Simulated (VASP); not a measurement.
# SiNi (R3) in VASP: single point with r2SCAN

Aim: the single point of SiNi with r2SCAN.

All numbers are computed with VASP 6.6.1; they aren't measurements. Logs are shortened: lines on timing, memory, paths and dates and some standing lists are left out, and cuts for length are marked.

### Step 1. The cell of the first run

Symmetry: R3, No. 146, trigonal system. The conventional cell has a = 6.314 Å, b = 6.314 Å, c = 7.733 Å, α = 90.00°, β = 90.00°, γ = 120.00°. Within 2.9 Å of Si (site symmetry 3) lie 7 Ni at 2.18 to 2.50 Å and 6 Si at 2.67 to 2.81 Å. Si (site symmetry 1) has 7 Ni at 2.33 to 2.42 Å and 6 Si at 2.67 to 2.81 Å within 3.1 Å. Within 2.9 Å of Ni (site symmetry 3) lie 7 Si at 2.18 to 2.42 Å and 6 Ni at 2.75 Å. Within 3.1 Å of Ni (site symmetry 1) lie 7 Si at 2.33 to 2.50 Å and 6 Ni at 2.75 Å.

### Step 2. Single point, r2SCAN (atom 1 (Si) moved +0.150 Å towards its neighbour atom 5 (Ni) at 2.334 Å)

File POSCAR:

```
SiNi
1.0
    4.4648149381      0.0000000000      0.0000000000
    0.0000000000      4.4648149381      0.0000000000
    0.0000000000      0.0000000000      4.4648149381
Si Ni
4 4
Direct
    0.8663177235      0.8663177235      0.8663177235
    0.6530789461      0.1530789461      0.3469210539
    0.3469210539      0.6530789461      0.1530789461
    0.1530789461      0.3469210539      0.6530789461
    0.1487251961      0.1487251961      0.1487251961
    0.3512748039      0.8512748039      0.6487251961
    0.6487251961      0.3512748039      0.8512748039
    0.8512748039      0.6487251961      0.3512748039
```

File INCAR.step1:

```
ALGO     = Normal         # electronic algorithm
EDIFF    = 1E-4           # SCF threshold, eV
ENCUT    = 520            # plane-wave cutoff, eV
GGA      = PE             # functional
ISMEAR   = 0              # smearing method
LASPH    = True           # aspherical terms in the spheres
LCHARG   = False          # write CHGCAR
LREAL    = False          # projectors in reciprocal space
LWAVE    = True           # write WAVECAR
NBANDS   = 38             # bands
NELM     = 60             # most SCF steps
PREC     = Accurate       # precision mode
SIGMA    = 0.15           # smearing width, eV
```

File INCAR.step2:

```
ALGO     = Normal         # electronic algorithm
EDIFF    = 1E-6           # SCF threshold, eV
ENCUT    = 520            # plane-wave cutoff, eV
ISIF     = 2              # what is computed and relaxed
ISMEAR   = 0              # smearing method
ISTART   = 1            
LASPH    = True           # aspherical terms in the spheres
LCHARG   = False          # write CHGCAR
LMIXTAU  = True         
LREAL    = False          # projectors in reciprocal space
LWAVE    = False          # write WAVECAR
METAGGA  = R2SCAN         # meta-GGA
NBANDS   = 38             # bands
NELM     = 60             # most SCF steps
PREC     = Accurate       # precision mode
SIGMA    = 0.15           # smearing width, eV
```

File KPOINTS:

```
k-points
0
Gamma
  10 10 10
```

Potentials or basis: VASP PAW PBE potentials, release 64 (Si, Ni).

The run is started by

```
cat potpaw_PBE.64/Si/POTCAR potpaw_PBE.64/Ni/POTCAR > POTCAR
cp INCAR.step1 INCAR
mpirun -np 1 vasp_std > vasp.out
cp INCAR.step2 INCAR
mpirun -np 1 vasp_std > vasp.out
```

OUTCAR:

```text
EDIFF = 1E-6
   ENCUT = 520
   ISIF = 2
   ISMEAR = 0
   ISTART = 1
   LASPH = True
   LREAL = False
   METAGGA = R2SCAN
   NELM = 60
   PREC = Accurate

 ion  position               nearest neighbor table
   1  0.866  0.866  0.866-   5 2.18   6 2.37   7 2.37   8 2.37   8 2.50   7 2.50   6 2.50   3 2.67
                             4 2.67   2 2.67   2 2.81   3 2.81   4 2.81
   2  0.653  0.153  0.347-   6 2.33   5 2.38   7 2.38   8 2.38   7 2.42   8 2.42   5 2.42   1 2.67
                             3 2.76   3 2.76   4 2.76   4 2.76   1 2.81
   3  0.347  0.653  0.153-   7 2.33   6 2.38   5 2.38   8 2.38   8 2.42   6 2.42   5 2.42   1 2.67
                             4 2.76   2 2.76   2 2.76   4 2.76   1 2.81
   4  0.153  0.347  0.653-   8 2.33   6 2.38   7 2.38   5 2.38   6 2.42   5 2.42   7 2.42   1 2.67
                             3 2.76   2 2.76   2 2.76   3 2.76   1 2.81
   5  0.149  0.149  0.149-   1 2.18   2 2.38   3 2.38   4 2.38   3 2.42   4 2.42   2 2.42   6 2.75
                             7 2.75   8 2.75   6 2.75   8 2.75   7 2.75
   6  0.351  0.851  0.649-   2 2.33   1 2.37   3 2.38   4 2.38   3 2.42   4 2.42   1 2.50   7 2.75
                             8 2.75   5 2.75   5 2.75   7 2.75   8 2.75
   7  0.649  0.351  0.851-   3 2.33   1 2.37   2 2.38   4 2.38   4 2.42   2 2.42   1 2.50   6 2.75
                             8 2.75   5 2.75   8 2.75   6 2.75   5 2.75
   8  0.851  0.649  0.351-   4 2.33   1 2.37   3 2.38   2 2.38   2 2.42   3 2.42   1 2.50   6 2.75
                             7 2.75   7 2.75   5 2.75   5 2.75   6 2.75

  LATTYP: Found a simple cubic cell.
 ALAT       =     4.4648149381

  Lattice vectors:

 A1 = (   4.4648149381,   0.0000000000,   0.0000000000)
 A2 = (   0.0000000000,   4.4648149381,   0.0000000000)
 A3 = (   0.0000000000,   0.0000000000,   4.4648149381)

Analysis of symmetry for initial positions (statically):
=====================================================================
 Subroutine PRICEL returns:
 Original cell was already a primitive cell.

 Routine SETGRP: Setting up the symmetry group for a
 simple cubic supercell.

 Subroutine GETGRP returns: Found  3 space group operations
 (whereof  3 operations were pure point group operations)
 out of a pool of 48 trial point group operations.

The static configuration has the point symmetry C_3 .

Analysis of symmetry for dynamics (positions and initial velocities):
=====================================================================
 Subroutine PRICEL returns:
 Original cell was already a primitive cell.

[... 127 lines left out ...]
   POTIM  = 0.5000    time-step for ionic-motion
   TEBEG  =    0.0;   TEEND  =   0.0 temperature during run
   PSTRESS=    0.0 pullay stress
   NELECT =      56.0000    total number of electrons
   NUPDOWN=      -1.0000    fix difference up-down
   EMIN   =  10.00;   EMAX   =-10.00  energy-range for DOS
   EFERMI =   0.00;   METHOD = LEGACY
   ISMEAR =     0;   SIGMA  =   0.15  broadening in eV -4-tet -1-fermi 0-gaus
   EFERMI_NEDOS =   21; number of points for ismear=-14 and -15
   IALGO  =     38    algorithm
   IMIX   =      4    mixing-type and parameters
     AMIX     =   0.40;   BMIX     =  1.00
     AMIX_MAG =   1.60;   BMIX_MAG =  1.00
  volume/ion in A,a.u.               =      11.13        75.08
  Fermi-wavevector in a.u.,A,eV,Ry     =   1.402816  2.650938 26.774806  1.967893
  Thomas-Fermi vector in A             =   2.525540
   LORBIT       =      0    0 simple, 1 ext, 2 COOP (PROOUT), +10 PAW based schemes
   METAGGA = R2SCAN    functional components
   LHFCALC =     F    Hartree Fock is set to
   AEXX    =    0.0000 exact exchange contribution
   IVDW    =     0    specifies the selected vdW correction
   LEPSILON=     F    determine dielectric tensor
   LRPA    =     F    only Hartree local field effects (RPA)
 non-spin polarized calculation
 Gauss-broadening in eV      SIGMA  =   0.15
  energy-cutoff  :      520.00
  volume of cell :       89.00
 maximum number of plane-waves:      2440
 NGX is ok and might be reduce to    36
   NGX = 17   NGY = 17   NGZ = 17

 number of electron      56.0000020 magnetization

 Free energy of the ion-electron system (eV)
  ---------------------------------------------------
  ext. energy  EPLUGINS =         0.00000000
  ---------------------------------------------------
  free energy    TOTEN  =       -85.72220322 eV

  energy without entropy =      -85.69449336  energy(sigma->0) =      -85.70834829

 E-fermi :  12.2994     XC(G=0): -13.6955

 val. band max:       12.2932559627   @ k =   0.3000   0.1000   0.0000
 cond. band min:      12.3025427364   @ k =   0.3000   0.0000   0.0000
 fundamental gap:      0.0092867738
 Fermi energy:        12.2994284144

 k-point     1 :       0.0000    0.0000    0.0000
  band No.  band energies     occupation
      1      -2.9588      2.00000
      2       2.8342      2.00000
      3       2.8342      2.00000
      4       2.8970      2.00000
      5       5.4976      2.00000
      6       5.5127      2.00000
[... 973 lines left out ...]
     37      16.8312      0.00000
     38      17.1686      0.00000

 [... further k-points ...]

------------------------ aborting loop because EDIFF is reached ----------------------------------------

  FORCE on cell =-STRESS in cart. coord.  units (eV):
  Direction    XX          YY          ZZ          XY          YZ          ZX
  --------------------------------------------------------------------------------------
  -------------------------------------------------------------------------------------
  Total        0.4829848      0.4829848      0.4829848      0.4325929      0.4325929      0.4325929
  in kB        8.6942807      8.6942807      8.6942807      7.7871691      7.7871691      7.7871691
  external PRESSURE =       8.6942807 kB  Pullay stress =       0.0000000 kB

 VOLUME and BASIS-vectors are now :
 -----------------------------------------------------------------------------
  energy-cutoff  :      520.00
  volume of cell :       89.00
      direct lattice vectors                 reciprocal lattice vectors
     4.464814938  0.000000000  0.000000000     0.223973449  0.000000000  0.000000000
     0.000000000  4.464814938  0.000000000     0.000000000  0.223973449  0.000000000
     0.000000000  0.000000000  4.464814938     0.000000000  0.000000000  0.223973449

 POSITION                                       TOTAL-FORCE (eV/Angst)
 -----------------------------------------------------------------------------------
      3.86795      3.86795      3.86795        -1.172580     -1.172580     -1.172580
      2.91588      0.68347      1.54894        -0.036556      0.089541      0.165832
      1.54894      2.91588      0.68347         0.165832     -0.036556      0.089541
      0.68347      1.54894      2.91588         0.089541      0.165832     -0.036556
      0.66403      0.66403      0.66403         0.530125      0.530125      0.530125
      1.56838      3.80078      2.89644         0.321289      0.011435      0.090914
      2.89644      1.56838      3.80078         0.090914      0.321289      0.011435
      3.80078      2.89644      1.56838         0.011435      0.090914      0.321289
 -----------------------------------------------------------------------------------
    total drift:                                0.000482      0.000481      0.000482

  FREE ENERGIE OF THE ION-ELECTRON SYSTEM (eV)
  ---------------------------------------------------
  free  energy   TOTEN  =       -85.7222032172 eV

  energy  without entropy=      -85.6944933565  energy(sigma->0) =      -85.70834829
```

OUTCAR.step1:

```text
EDIFF = 1E-4
   ENCUT = 520
   GGA = PE
   ISMEAR = 0
[... 1237 lines left out ...]
      0.66403      0.66403      0.66403         0.554524      0.554524      0.554524
      1.56838      3.80078      2.89644         0.324991     -0.015147      0.101933
      2.89644      1.56838      3.80078         0.101933      0.324991     -0.015147
      3.80078      2.89644      1.56838        -0.015147      0.101933      0.324991
 -----------------------------------------------------------------------------------
    total drift:                                0.002181      0.002181      0.002181

  FREE ENERGIE OF THE ION-ELECTRON SYSTEM (eV)
  ---------------------------------------------------
  free  energy   TOTEN  =       -46.6202491410 eV

  energy  without entropy=      -46.5903411055  energy(sigma->0) =      -46.60529512
```

Wall time 51 min (1 thread of Oxide Virtual Turin-like, shared host); peak memory 0.5 GiB.

What came out:

* Free energy: -85.7222 eV
* Pressure: 0.9 GPa
* Largest force: 2.031 eV/Å
* Band gap on the k mesh: zero (bands 28 and 29 overlap by 1.31 eV)

Forces on the atoms (eV/Å):
```
Si  -1.173 -1.173 -1.173
Si  -0.037  0.090  0.166
Si   0.166 -0.037  0.090
Si   0.090  0.166 -0.037
Ni   0.530  0.530  0.530
Ni   0.321  0.011  0.091
Ni   0.091  0.321  0.011
Ni   0.011  0.091  0.321
```

Stress tensor (GPa, compression positive):
```
0.87 0.78 0.78
0.78 0.87 0.78
0.78 0.78 0.87
```

Caveat: the cell differs from its parent crystal (atom 1 (Si) moved +0.150 Å towards its neighbour atom 5 (Ni) at 2.334 Å); the PAW data sets were made with another functional, which shifts forces and pressure a little.
